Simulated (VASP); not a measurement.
Runs of VASP 6.6.1 on CaIn3O. The structure is that of space group Pm-3m (No. 221), or close to it. The cells are those of the table. The cell was generated, and may not be a known phase.

```csv
task,spin,cell,cutoff (eV),gap on the mesh (eV),pressure (GPa),moment (μB)
single point,"collinear, ferromagnetic start","a = 6.025 Å, 5 atoms",520,none,(a),0.01
single point,"collinear, ferromagnetic start","a = 4.735 Å, 5 atoms",520,none,33.1,0.64
single point,off,"a = 4.735 Å, 5 atoms",520,none,(b),-
relaxation of cell and atoms,"collinear, ferromagnetic start","relaxed from a = 4.735 Å, 5 atoms",600,none,0.0,0.00
```

Alike in all rows: level PBE; potentials or basis VASP PAW PBE potentials, release 64 (Ca_sv, In_d, O); k mesh 4 × 4 × 4; smearing gaussian 0.1 eV.

Question: Fill in the values left out.

Answer: (a) -0.2; (b) 33.2.

Caveats: spin-orbit coupling is left out, which moves the levels of the heavy elements; the cell stands under pressure (at least some runs); a moment this small can come from the mesh or the smearing (at least some runs); an odd number of electrons without spin polarisation forces a metal (at least some runs); a magnetic or distorted state may lie lower (at least some runs).

A k mesh can miss the band edges, and the runs leave out spin-orbit coupling on In.

A gap of «none» marks levels without a gap at the run's occupations.
